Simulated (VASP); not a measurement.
Write the native input for VASP 6.6.1 that does the following.

```yaml
Task: relaxation of cell and atoms
Functional: PBE
Potentials_or_basis: VASP PAW PBE potentials, release 64 (Zn, Se)
Cutoff: 600 eV
k_mesh: 14 × 14 × 14
Occupations: fermi-dirac, width 0.05 eV
Spin: no spin polarisation
Target_pressure: 6.1 GPa
Dipole_correction: no
Further_INCAR_settings: ALGO = Normal; EDIFF = 1e-06; IBRION = 2; EDIFFG = -0.005; NSW = 60; ISIF = 3
```

The structure of ZnSe (CsCl type) lies in POSCAR:

```
ZnSe
1.0
    3.2318413540      0.0000000000      0.0000000000
    0.0000000000      3.2318413540      0.0000000000
    0.0000000000      0.0000000000      3.2318413540
Zn Se
1 1
Direct
    0.0000000000      0.0000000000      0.0000000000
    0.5000000000      0.5000000000      0.5000000000
```

The input as run:

INCAR

```
SYSTEM = ZnSe
PREC     = Accurate       ! precision mode
ENCUT    = 600            ! plane-wave cutoff, eV
EDIFF    = 1E-6           ! SCF threshold, eV
ISMEAR   = -1             ! smearing method
SIGMA    = 0.05           ! smearing width, eV
LREAL    = .False.        ! projectors in reciprocal space
LASPH    = .True.         ! aspherical terms in the spheres
NELM     = 60             ! most SCF steps
ALGO     = Normal         ! electronic algorithm
ISIF     = 3              ! what is computed and relaxed
LWAVE    = .False.        ! write WAVECAR
LCHARG   = .False.        ! write CHGCAR
GGA      = PE             ! functional
IBRION   = 2              ! ionic algorithm
NSW      = 60             ! ionic steps
EDIFFG   = -0.005         ! ionic threshold
PSTRESS  = 61.0
```

KPOINTS

```
regular mesh
0
Gamma
  14 14 14
  0 0 0
```

Potentials or basis: VASP PAW PBE potentials, release 64 (Zn, Se).

The run is started by

```console
$ cat potpaw_PBE.64/Zn/POTCAR potpaw_PBE.64/Se/POTCAR > POTCAR
$ mpirun -np 1 vasp_std > vasp.out
```

Results of the run:

```
Relaxed volume                                             : 17.45 Å³/atom
Relaxed cell                                               : a = 3.268 Å, b = 3.268 Å, c = 3.268 Å, α = 90.00°, β = 90.00°, γ = 90.00°
Space group after relaxing (to 0.1 Å)                      : Pm-3m (No. 221)
Energy change on relaxing (the run minimises the enthalpy) : -27.4 meV/atom
Ionic steps                                                : 5
Pressure after relaxing                                    : 6.1 GPa
Band gap on the k mesh                                     : zero (bands 9 and 10 overlap by 1.73 eV)
```

Caveat: the cell is relaxed towards a set pressure, so the run minimises the enthalpy, not the energy.

It took 2.5 min on 1 thread of Intel(R) Xeon(R) Platinum 8488C (Sapphire Rapids), on a shared host, peak memory 0.21 GiB.
